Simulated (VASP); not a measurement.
# BeTe (I-4m2) in VASP: further runs

The runs below take BeTe through single point, with LDA.

Everything below comes from runs of VASP 6.6.1. Logs are shortened: lines on timing, memory, paths and dates and some standing lists are left out, and cuts for length are marked.

### 1 The cell of the first run

Symmetry: I-4m2, No. 119, tetragonal system. The conventional cell has a = 3.604 Å, b = 3.604 Å, c = 5.762 Å, α = 90.00°, β = 90.00°, γ = 90.00°. Within 3.0 Å of Be (site symmetry -4m2) lie 4 Te at 2.31 Å. Te (site symmetry -4m2) has 4 Be at 2.31 Å within 3.0 Å.

### 2 Single point, LDA (strain -0.080 along x and y, +0.040 along z)

File INCAR:

```
PREC = Accurate
ENCUT = 520
EDIFF = 1E-7
ISMEAR = 0
SIGMA = 0.05
LREAL = False
LASPH = True
NELM = 80
ALGO = Normal
ISIF = 2
LWAVE = False
LCHARG = True
GGA = CA
LELF = True
LVHAR = True
NBANDS = 11
```

File KPOINTS:

```
Automatic mesh
0
Gamma
  8 8 8
```

File POSCAR:

```
BeTe
1.0
    0.0000000000      2.5484000000      2.8808000000
    2.5484000000      0.0000000000      2.8808000000
    2.5484000000      2.5484000000      0.0000000000
Be Te
1 1
Direct
    0.0000000000      0.0000000000      0.0000000000
    0.7500000000      0.7500000000      0.7500000000
```

Potentials or basis: VASP PAW LDA potentials, release 64 (Be, Te).

Run with:

```bash
> cat potpaw_LDA.64/Be/POTCAR potpaw_LDA.64/Te/POTCAR > POTCAR
> mpirun -np 1 vasp_std > vasp.out
```

OUTCAR:

```text
PREC = Accurate
   ENCUT = 520
   EDIFF = 1E-7
   ISMEAR = 0
   LREAL = False
   LASPH = True
   NELM = 80
   ISIF = 2
   GGA = CA

 ion  position               nearest neighbor table
   1  0.000  0.000  0.000-   2 2.31   2 2.31   2 2.31   2 2.31
   2  0.750  0.750  0.750-   1 2.31   1 2.31   1 2.31   1 2.31

  LATTYP: Found a body centered tetragonal cell.
 ALAT       =     3.6039818424
 C/A-ratio  =     1.5986762009

  Lattice vectors:

 A1 = (  -2.5484000000,   0.0000000000,   2.8808000000)
 A2 = (   2.5484000000,   0.0000000000,   2.8808000000)
 A3 = (   0.0000000000,   2.5484000000,  -2.8808000000)

Analysis of symmetry for initial positions (statically):
=====================================================================
 Subroutine PRICEL returns:
 Original cell was already a primitive cell.

 Routine SETGRP: Setting up the symmetry group for a
 body centered tetragonal supercell.

 Subroutine GETGRP returns: Found  8 space group operations
 (whereof  8 operations were pure point group operations)
 out of a pool of 16 trial point group operations.

The static configuration has the point symmetry D_2d.

Analysis of symmetry for dynamics (positions and initial velocities):
=====================================================================
 Subroutine PRICEL returns:
 Original cell was already a primitive cell.

 Routine SETGRP: Setting up the symmetry group for a
 body centered tetragonal supercell.

 Subroutine GETGRP returns: Found  8 space group operations
 (whereof  8 operations were pure point group operations)
 out of a pool of 16 trial point group operations.

The dynamic configuration has the point symmetry D_2d.

 Subroutine INISYM returns: Found  8 space group operations
 (whereof  8 operations are pure point group operations),
 and found     1 'primitive' translations

----------------------------------------------------------------------------------------

                                     Primitive cell

  volume of cell :      37.4178

  direct lattice vectors                    reciprocal lattice vectors
     0.000000000  2.548400000  2.880800000    -0.196201538  0.196201538  0.173562899
     2.548400000  0.000000000  2.880800000     0.196201538 -0.196201538  0.173562899
     2.548400000  2.548400000  0.000000000     0.196201538  0.196201538 -0.173562899

  length of vectors
     3.846212579  3.846212579  3.603981842     0.327283008  0.327283008  0.327283008

  position of ions in fractional coordinates (direct lattice)
     0.000000000  0.000000000  0.000000000
     0.750000000  0.750000000  0.750000000

  ion indices of the primitive-cell ions
   primitive index   ion index
                 1           1
                 2           2

----------------------------------------------------------------------------------------

 KPOINTS: Automatic mesh

Automatic generation of k-mesh.
 Grid dimensions read from file:
 generate k-points for:    8    8    8

 Generating k-lattice:

  Cartesian coordinates                     Fractional coordinates (reciprocal lattice)
    -0.024525192  0.024525192  0.021695362     0.125000000  0.000000000  0.000000000
     0.024525192 -0.024525192  0.021695362     0.000000000  0.125000000  0.000000000
     0.024525192  0.024525192 -0.021695362     0.000000000  0.000000000  0.125000000

  Length of vectors
     0.040910376  0.040910376  0.040910376

  Shift w.r.t. Gamma in fractional coordinates (k-lattice)
     0.000000000  0.000000000  0.000000000

 Subroutine IBZKPT returns following result:
 ===========================================

 Found     59 irreducible k-points:

 Following reciprocal coordinates:
            Coordinates               Weight
  0.000000  0.000000  0.000000      1.000000
  0.125000  0.000000  0.000000      8.000000
  0.250000  0.000000  0.000000      8.000000
  0.375000  0.000000  0.000000      8.000000
  0.500000  0.000000  0.000000      4.000000
  0.125000  0.125000  0.000000      2.000000
[... 16 lines left out ...]
  0.250000  0.000000  0.125000     16.000000
  0.375000  0.000000  0.125000     16.000000
 [... further k-points ...]
   k-points           NKPTS =     59   k-points in BZ     NKDIM =     59   number of bands    NBANDS=     11
   number of dos      NEDOS =    301   number of ions     NIONS =      2
   total plane-waves  NPLWV =  25200
   dimension x,y,z NGX =    30 NGY =   30 NGZ =   28
   dimension x,y,z NGXF=    60 NGYF=   60 NGZF=   56
   ions per type =               1   1
   NGX,Y,Z   is equivalent  to a cutoff of  12.97, 12.97, 12.92 a.u.
   NGXF,Y,Z  is equivalent  to a cutoff of  25.93, 25.93, 25.83 a.u.
 SYSTEM =  unknown system
   PREC   = accura    normal or accurate (medium, high low for compatibility)
   ISTART =      0    job   : 0-new  1-cont  2-samecut
   ICHARG =      2    charge: 1-file 2-atom 10-const
   ISPIN  =      1    spin polarized calculation?
   LNONCOLLINEAR =      F non collinear calculations
   LSORBIT =      F    spin-orbit coupling
   LASPH  =      T    aspherical Exc in radial PAW
   ENCUT  =  520.0 eV  38.22 Ry    6.18 a.u.   7.15  7.15  6.70*2*pi/ulx,y,z
   NELM   =     80;   NELMIN=  2; NELMDL= -5     # of ELM steps
   EDIFF  = 0.1E-06   stopping-criterion for ELM
   LREAL  =      F    real-space projection
   EDIFFG = 0.1E-05   stopping-criterion for IOM
   NSW    =      0    number of steps for IOM
   IBRION =     -1    ionic relax: 0-MD 1-quasi-New 2-CG
   NFREE  =      0    steps in history (QN), initial steepest desc. (CG)
   ISIF   =      2    stress and relaxation
   ISYM   =      2    0-nonsym 1-usesym 2-fastsym
   POTIM  = 0.5000    time-step for ionic-motion
   TEBEG  =    0.0;   TEEND  =   0.0 temperature during run
   PSTRESS=    0.0 pullay stress
   NELECT =       8.0000    total number of electrons
   NUPDOWN=      -1.0000    fix difference up-down
   EMIN   =  10.00;   EMAX   =-10.00  energy-range for DOS
   EFERMI =   0.00;   METHOD = LEGACY
   ISMEAR =     0;   SIGMA  =   0.05  broadening in eV -4-tet -1-fermi 0-gaus
   EFERMI_NEDOS =   21; number of points for ismear=-14 and -15
   IALGO  =     38    algorithm
   IMIX   =      4    mixing-type and parameters
     AMIX     =   0.40;   BMIX     =  1.00
     AMIX_MAG =   1.60;   BMIX_MAG =  1.00
  volume/ion in A,a.u.               =      18.71       126.25
  Fermi-wavevector in a.u.,A,eV,Ry     =   0.978916  1.849883 13.038142  0.958276
  Thomas-Fermi vector in A             =   2.109729
   LORBIT       =      0    0 simple, 1 ext, 2 COOP (PROOUT), +10 PAW based schemes
   GGA     = CA    functional components
   LHFCALC =     F    Hartree Fock is set to
   AEXX    =    0.0000 exact exchange contribution
   IVDW    =     0    specifies the selected vdW correction
   LEPSILON=     F    determine dielectric tensor
   LRPA    =     F    only Hartree local field effects (RPA)
 non-spin polarized calculation
 Gauss-broadening in eV      SIGMA  =   0.05
  energy-cutoff  :      520.00
  volume of cell :       37.42
 maximum number of plane-waves:      1026
 NGX is ok and might be reduce to    30
   NGX = 15   NGY = 15   NGZ = 13

 number of electron       8.0000000 magnetization

 Free energy of the ion-electron system (eV)
  ---------------------------------------------------
  ext. energy  EPLUGINS =         0.00000000
  ---------------------------------------------------
  free energy    TOTEN  =        -8.44809151 eV

  energy without entropy =       -8.44809151  energy(sigma->0) =       -8.44809151

 E-fermi :   7.6408     XC(G=0):  -9.9788

 val. band max:        7.4409850319   @ k =   0.0000   0.0000   0.0000
 cond. band min:       8.2218346658   @ k =   0.5000   0.0000   0.5000
 fundamental gap:      0.7808496339
 Fermi energy:         7.6408369278

 k-point     1 :       0.0000    0.0000    0.0000
  band No.  band energies     occupation
      1      -6.4814      2.00000
      2       6.4675      2.00000
      3       7.4410      2.00000
      4       7.4410      2.00000
      5      10.5370      0.00000
      6      10.5370      0.00000
      7      10.8234      0.00000
      8      12.1001      0.00000
      9      15.6411      0.00000
     10      16.0633      0.00000
     11      16.6782      0.00000

 k-point     2 :       0.1250    0.0000    0.0000
  band No.  band energies     occupation
      1      -6.2928      2.00000
      2       5.4674      2.00000
      3       6.4992      2.00000
      4       7.1948      2.00000
      5      10.5206      0.00000
      6      10.9829      0.00000
      7      11.3909      0.00000
      8      13.2683      0.00000
      9      15.3296      0.00000
     10      16.1319      0.00000
     11      17.5269      0.00000

 k-point     3 :       0.2500    0.0000    0.0000
  band No.  band energies     occupation
      1      -5.7608      2.00000
      2       3.1639      2.00000
      3       5.7219      2.00000
      4       6.7745      2.00000
      5      10.2624      0.00000
      6      11.7665      0.00000
      7      11.8810      0.00000
      8      14.8687      0.00000
      9      15.5846      0.00000
     10      16.7034      0.00000
     11      17.1224      0.00000

 k-point     4 :       0.3750    0.0000    0.0000
  band No.  band energies     occupation
      1      -5.0439      2.00000
      2       1.2108      2.00000
      3       5.1951      2.00000
      4       6.4785      2.00000
      5       9.9671      0.00000
      6      12.0106      0.00000
      7      12.0938      0.00000
      8      14.9933      0.00000
      9      16.9718      0.00000
     10      17.3868      0.00000
     11      18.7659      0.00000

 k-point     5 :       0.5000    0.0000    0.0000
  band No.  band energies     occupation
      1      -4.6378      2.00000
      2       0.3774      2.00000
      3       5.0082      2.00000
      4       6.3778      2.00000
      5       9.8474      0.00000
      6      12.0319      0.00000
      7      12.0936      0.00000
      8      14.8250      0.00000
      9      18.1501      0.00000
     10      18.7503      0.00000
     11      20.1339      0.00000
[... 211 lines left out ...]
 k-point    21 :       0.5000    0.5000    0.0000
  band No.  band energies     occupation
      1      -4.4542      2.00000
      2       0.5523      2.00000
      3       4.4808      2.00000
      4       4.4808      2.00000
      5       9.3194      0.00000
      6      10.2252      0.00000
      7      17.7140      0.00000
      8      17.7140      0.00000
      9      18.6265      0.00000
     10      21.4918      0.00000
     11      21.5465      0.00000

 k-point    22 :       0.1250    0.0000    0.1250
  band No.  band energies     occupation
      1      -6.2073      2.00000
      2       5.7579      2.00000
      3       6.2142      2.00000
      4       6.3494      2.00000
      5      10.0297      0.00000
      6      11.2037      0.00000
      7      12.4434      0.00000
      8      12.9529      0.00000
      9      15.9200      0.00000
     10      16.6473      0.00000
     11      17.0240      0.00000

 k-point    23 :       0.2500    0.0000    0.1250
  band No.  band energies     occupation
      1      -5.7674      2.00000
      2       3.8857      2.00000
      3       5.3337      2.00000
      4       6.1793      2.00000
      5      10.0468      0.00000
      6      11.5868      0.00000
      7      12.8817      0.00000
      8      13.4577      0.00000
      9      16.3349      0.00000
     10      17.0253      0.00000
     11      17.7210      0.00000

 k-point    24 :       0.3750    0.0000    0.1250
  band No.  band energies     occupation
      1      -5.0854      2.00000
      2       1.8200      2.00000
      3       4.8422      2.00000
      4       5.7910      2.00000
      5      10.1511      0.00000
      6      11.7725      0.00000
      7      13.2358      0.00000
      8      13.6017      0.00000
      9      17.0396      0.00000
     10      17.8794      0.00000
     11      19.4244      0.00000

 [... further k-points ...]
[... 5 lines left out ...]
  --------------------------------------------------------------------------------------
  -------------------------------------------------------------------------------------
  Total        3.5638856      3.5638856      1.0488221      0.0000000      0.0000000      0.0000000
  in kB      152.6005304    152.6005304     44.9090776      0.0000000      0.0000000      0.0000000
  external PRESSURE =     116.7033795 kB  Pullay stress =       0.0000000 kB

 VOLUME and BASIS-vectors are now :
 -----------------------------------------------------------------------------
  energy-cutoff  :      520.00
  volume of cell :       37.42
      direct lattice vectors                 reciprocal lattice vectors
     0.000000000  2.548400000  2.880800000    -0.196201538  0.196201538  0.173562899
     2.548400000  0.000000000  2.880800000     0.196201538 -0.196201538  0.173562899
     2.548400000  2.548400000  0.000000000     0.196201538  0.196201538 -0.173562899

 POSITION                                       TOTAL-FORCE (eV/Angst)
 -----------------------------------------------------------------------------------
      0.00000      0.00000      0.00000        -0.000000     -0.000000      0.000000
      3.82260      3.82260      4.32120         0.000000      0.000000      0.000000
 -----------------------------------------------------------------------------------
    total drift:                               -0.000000     -0.000000     -0.000000

  FREE ENERGIE OF THE ION-ELECTRON SYSTEM (eV)
  ---------------------------------------------------
  free  energy   TOTEN  =        -8.4480915091 eV

  energy  without entropy=       -8.4480915090  energy(sigma->0) =       -8.44809151
```

It took 23 s on 1 thread of Intel Xeon Platinum 8488C (Sapphire Rapids), shared host; peak memory 0.16 GiB.

What came out:

- Free energy: -8.4481 eV
- Pressure: 11.7 GPa
- Band gap on the k mesh: 0.78 eV, indirect (least direct gap 3.10 eV)

Stress tensor (GPa, compression positive):
```
15.26  0.00  0.00
 0.00 15.26  0.00
 0.00  0.00  4.49
```

Levels at points of the mesh, in eV from the valence-band top:
```tsv
k point	band 1	band 2	band 3	band 4	band 5	band 6	band 7	band 8
(0.00, 0.00, 0.00)	-13.92	-0.97	0.00	0.00	3.10	3.10	3.38	4.66
(0.50, 0.00, 0.00)	-12.08	-7.06	-2.43	-1.06	2.41	4.59	4.65	7.38
(0.50, 0.50, 0.00)	-11.90	-6.89	-2.96	-2.96	1.88	2.78	10.27	10.27
(0.50, 0.00, 0.50)	-11.16	-6.14	-4.10	-3.81	0.78	1.77	9.29	9.97
```

Caveat: the cell differs from its parent crystal (strain -0.080 along x and y, +0.040 along z); spin-orbit coupling is left out, which moves the levels of the heavy elements. A k mesh can miss the band edges.

(Part 1 of 2 ends here.)
